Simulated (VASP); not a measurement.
Here is a VASP 6.6.1 calculation.

File INCAR:

```
SYSTEM = Y
ALGO     = Normal         ! electronic algorithm
EDIFF    = 1E-6           ! SCF threshold, eV
ENCUT    = 500            ! plane-wave cutoff, eV
GGA      = PE             ! functional
GGA_COMPAT= .FALSE.      
ISIF     = 2              ! what is computed and relaxed
ISMEAR   = 0              ! smearing method
LASPH    = .TRUE.         ! aspherical terms in the spheres
LCHARG   = .FALSE.        ! write CHGCAR
LDAU     = .TRUE.         ! DFT+U
LDAUJ    = 0            
LDAUL    = 2              ! shell
LDAUPRINT= 1            
LDAUTYPE = 2            
LDAUU    = 7.6            ! U, eV
LMAXMIX  = 4              ! l up to which the mixer works
LREAL    = .FALSE.        ! projectors in reciprocal space
LWAVE    = .FALSE.        ! write WAVECAR
NBANDS   = 18             ! bands
NELM     = 200            ! most SCF steps
PREC     = Accurate       ! precision mode
SIGMA    = 0.1            ! smearing width, eV
```

Contents of KPOINTS:

```
Automatic mesh
0
Gamma
  3 3 1
  0 0 0.5
```

Contents of POSCAR:

```
Y
1.0
    3.6514992371      0.0000000000      0.0000000000
   -1.8257496185      3.1622911012      0.0000000000
    0.0000000000      0.0000000000      5.7474000000
Y
2
Direct
    0.3333333333      0.6666666667      0.2500000000
    0.6666666667      0.3333333333      0.7500000000
```

Potentials or basis: VASP PAW PBE potentials, release 64 (Y_sv).

The run is started by

```sh
$ cat potpaw_PBE.64/Y_sv/POTCAR > POTCAR
$ mpirun -np 1 vasp_std > vasp.out
```

**Question.** Estimate the pressure.

**Answer.** 17.2 GPa.

**Question.** What does it give for the band gap on the k mesh?

**Answer.** Zero (band 11 reaches 5.55 eV, above the bottom of band 12 at 3.80 eV).

Eigenvalues of the final occupation matrices:
```csv
site,spin,trace,eigenvalues
site 1 d,1,0.25,0.02 0.05 0.05 0.06 0.06
site 1 d,2,0.25,0.02 0.05 0.05 0.06 0.06
site 2 d,1,0.25,0.02 0.05 0.05 0.06 0.06
site 2 d,2,0.25,0.02 0.05 0.05 0.06 0.06
```

Caveat: the k points lie up to 1.09 Å⁻¹ apart; U without spin polarisation on a metal has little footing; the U is typed as a test and isn't derived for this compound.
